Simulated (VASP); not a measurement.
Write the native input for VASP 6.6.1 that does the following.

| Property | Result |
| --- | --- |
| Task | single point |
| Functional | PBEsol |
| Potentials or basis | VASP PAW PBE potentials, release 64 (Cd, F) |
| Cutoff | 520 eV |
| k mesh | 8 × 8 × 8 |
| Occupations | gaussian, width 0.05 eV |
| Spin | no spin polarisation |
| Dipole correction | no |
| Further INCAR settings | ALGO = Normal; EDIFF = 1e-07; NBANDS = 20 |

The structure of CdF2 lies in POSCAR:

```
CdF2
1.0
    0.0000000000      2.8233115123      2.5911202199
    2.6617871349      0.0000000000      2.5911202199
    2.6617871349      2.8233115123      0.0000000000
Cd F
1 2
Direct
    0.0000000000      0.0000000000      0.0000000000
    0.2500000000      0.2500000000      0.2500000000
    0.7500000000      0.7500000000      0.7500000000
```

This cell differs from its parent crystal: strain +e along x and -e along y -0.0300, strain +e along z and -e/2 along x and y -0.0375.

The input as run:

INCAR

```
SYSTEM = CdF2
ALGO = Normal
EDIFF = 1E-7
ENCUT = 520
GGA = PS
ISIF = 2
ISMEAR = 0
LASPH = .TRUE.
LCHARG = .FALSE.
LREAL = .FALSE.
LWAVE = .FALSE.
NBANDS = 20
NELM = 100
PREC = Accurate
SIGMA = 0.05
```

KPOINTS

```
k-points
0
G
  8 8 8
  0 0 0
```

Potentials or basis: VASP PAW PBE potentials, release 64 (Cd, F).

The run is started by

```bash
$ cat potpaw_PBE.64/Cd/POTCAR potpaw_PBE.64/F/POTCAR > POTCAR
$ mpirun -np 1 vasp_std > vasp.out
```

It gave:

- Pressure: 0.9 GPa
- Band gap on the k mesh: 2.77 eV (least direct gap 3.23 eV)

Caveat: the cell differs from its parent crystal (strain +e along x and -e along y -0.0300, strain +e along z and -e/2 along x and y -0.0375); the PAW data sets were made with another functional, which shifts forces and pressure a little.

It took 79 s on 1 thread of AMD EPYC 7R43 64-Core Processor (Zen 3), with other jobs on the host, peak memory 0.17 GiB.
